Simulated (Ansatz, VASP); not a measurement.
Bi: VASP beside Ansatz

INCAR

```
SYSTEM = Bi
ALGO = Normal
EDIFF = 1E-6
ENCUT = 520
GGA = RE
ISIF = 2
ISMEAR = -1
LASPH = .TRUE.
LCHARG = .FALSE.
LREAL = .FALSE.
LWAVE = .FALSE.
NBANDS = 22
NELM = 80
PREC = Accurate
SIGMA = 0.1
```

File KPOINTS:

```
k-points
0
G
  12 12 6
  0 0 0
```

File POSCAR:

```
Bi
1.0
    3.4667968413      0.0000000000      0.0000000000
   -1.7333984207      3.0023341343      0.0000000000
    0.0000000000      0.0000000000      5.7042376608
Bi
2
Direct
    0.3333333333      0.6666666667      0.2500000000
    0.6666666667      0.3333333333      0.7500000000
```

Input for Ansatz:

```yaml
crystal:
  lattice:
    - [3.4667968413, 0.0, 0.0]
    - [-1.7333984207, 3.0023341343, 0.0]
    - [0.0, 0.0, 5.7042376608]
  atoms:
    - { symbol: Bi, position: [0.3333333333, 0.6666666667, 0.25] }
    - { symbol: Bi, position: [0.6666666667, 0.3333333333, 0.75] }
hamiltonian:
  xc: revpbe
  pseudopotentials:
    kind: paw
    azcp:
      Bi: "pseudopotentials/Bi.paw.azcp"
basis:
  ecutwfc: 420
  fft_grid_basis: typed
kpoints:
  mp_grid: { grid: [12, 12, 6], shift: [0, 0, 0] }
magnetization:
  spin_polarized: false
scf:
  occupations: { method: fermi_dirac, width: 0.1 }
  lower_state_search: "off"
output:
  stress: true
  write_density: true
  write_potential: true
  elf: true
  volumetric_format: npy
```

Alike in both runs: task single point; functional revPBE; k mesh 12 × 12 × 6; occupations fermi-dirac, width 0.1 eV; no spin polarisation.

```csv
,VASP,Ansatz
version,VASP 6.6.1,Ansatz 0.2.0
potentials or method,"VASP PAW PBE potentials, release 64 (Bi_d), cutoff 520 eV","plane waves (420 eV) with PAW, scalar-relativistic"
valence electrons in the cell,30,30
```

```csv
,VASP,Ansatz,Ansatz less VASP
pressure (GPa),4.8,4.9,+0.07
"traceless stress, the component that is largest in VASP (GPa)",0.36,0.35,-0.003
```

VASP's potentials were made for PBE, not for revPBE.

Neither program's run includes spin-orbit coupling.
